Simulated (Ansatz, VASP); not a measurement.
## One calculation of Hf4C, two programs

INCAR

```
SYSTEM = Hf4C
PREC = Accurate
ENCUT = 600
EDIFF = 1E-6
ISMEAR = 0
SIGMA = 0.1
LREAL = .FALSE.
LASPH = .TRUE.
NELM = 80
ALGO = Normal
ISIF = 3
LWAVE = .FALSE.
LCHARG = .FALSE.
GGA = PE
IBRION = 2
NSW = 100
EDIFFG = -0.01
```

Contents of KPOINTS:

```
Automatic mesh
0
G
  10 10 10
  0 0 0
```

Contents of POSCAR:

```
Hf4C
1.0
   -2.8815220998      2.8815220998      2.8815220998
    2.8815220998     -2.8815220998      2.8815220998
    2.8815220998      2.8815220998     -2.8815220998
Hf C
4 1
Direct
    0.5000000000      0.5000000000      0.5000000000
    0.5000000000      0.0000000000      0.0000000000
    0.0000000000      0.0000000000      0.5000000000
    0.0000000000      0.5000000000      0.0000000000
    0.0000000000      0.0000000000      0.0000000000
```

Input for Ansatz:

```yaml
crystal:
  lattice:
    - [-2.8815220998, 2.8815220998, 2.8815220998]
    - [2.8815220998, -2.8815220998, 2.8815220998]
    - [2.8815220998, 2.8815220998, -2.8815220998]
  atoms:
    - { symbol: Hf, position: [0.5, 0.5, 0.5] }
    - { symbol: Hf, position: [0.5, 0.0, 0.0] }
    - { symbol: Hf, position: [0.0, 0.0, 0.5] }
    - { symbol: Hf, position: [0.0, 0.5, 0.0] }
    - { symbol: C, position: [0.0, 0.0, 0.0] }
basis:
  ecutwfc: 420
kpoints:
  mp_grid: { grid: [10, 10, 10] }
hamiltonian:
  xc: pbe
scf:
  occupations: { method: gaussian, width: 0.1 }
output:
  forces: true
  stress: true
  eigenvalues: true
  write_density: true
  write_potential: true
  elf: true
  volumetric_format: npy
relax:
  adjacent_minimum: "off"
  f_tol: 0.01
  max_steps: 80
  cell: { stress_tol: 0.05 }
```

Change from the starting cell: species swapped into the GeF4 type (I-43m, No. 217).

Alike in both runs: task relaxation of cell and atoms; functional PBE; k mesh 10 × 10 × 10; occupations gaussian, width 0.1 eV; no spin polarisation.

|  | VASP | Ansatz |
| --- | --- | --- |
| version | VASP 6.6.1 | Ansatz 0.2.0 |
| potentials or method | VASP PAW PBE potentials, release 64 (Hf_pv, C), cutoff 600 eV | scalar-relativistic, plane waves, PAW |
| valence electrons in the cell | 44 | 108 |

|  | VASP | Ansatz | Ansatz less VASP |
| --- | --- | --- | --- |
| gap on the k mesh at the Fermi level, each at its own relaxed structure (eV) | none | none | - |
| relaxed volume (Å³/atom) | 19.09 | 19.19 | +0.101 |
| relaxed length of the cell vector where the two differ most in proportion (Å) | 4.986 | 4.995 | +0.0088 |

A gap of «none» marks a metal or a gap that the smearing closes. VASP's potentials hold 44 valence electrons a cell and Ansatz's 108, so a difference there can come from the potentials and not from the codes.

Neither program's run includes spin-orbit coupling.
